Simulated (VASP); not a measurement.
A run of VASP 6.6.1 is set up as follows.

Contents of POSCAR:

```
Sb
1.0
    3.2726768636      0.0000000000      0.0000000000
   -1.6363384318      2.8342213023      0.0000000000
    0.0000000000      0.0000000000      3.0914854640
Sb
1
Direct
    0.0000000000      0.0000000000      0.0000000000
```

The input INCAR.step1:

```
PREC = Accurate
ENCUT = 520
ISMEAR = 0
SIGMA = 0.1
LREAL = False
LASPH = True
NELM = 60
NBANDS = 8
GGA = PE
ALGO = Normal
EDIFF = 1E-4
LWAVE = True
LCHARG = False
```

The input INCAR.step2:

```
PREC = Accurate
ENCUT = 520
EDIFF = 1E-6
ISMEAR = 0
SIGMA = 0.1
LREAL = False
LASPH = True
NELM = 60
ALGO = Normal
ISIF = 2
LWAVE = False
LCHARG = False
METAGGA = R2SCAN
LMIXTAU = True
NBANDS = 8
ISTART = 1
```

The input KPOINTS:

```
Automatic mesh
0
Gamma
  21 21 18
```

Potentials or basis: VASP PAW PBE potentials, release 64 (Sb).

Command:

```sh
$ cat potpaw_PBE.64/Sb/POTCAR > POTCAR
$ cp INCAR.step1 INCAR
$ mpirun -np 1 vasp_std > vasp.out
$ cp INCAR.step2 INCAR
$ mpirun -np 1 vasp_std > vasp.out
```

Predict the pressure.

0.0 GPa.

Stress tensor (GPa, compression positive):
```
-0.05  0.00  0.00
 0.00 -0.05  0.00
 0.00  0.00  0.06
```

Caveat: the PAW data sets were made with another functional, which shifts forces and pressure a little.
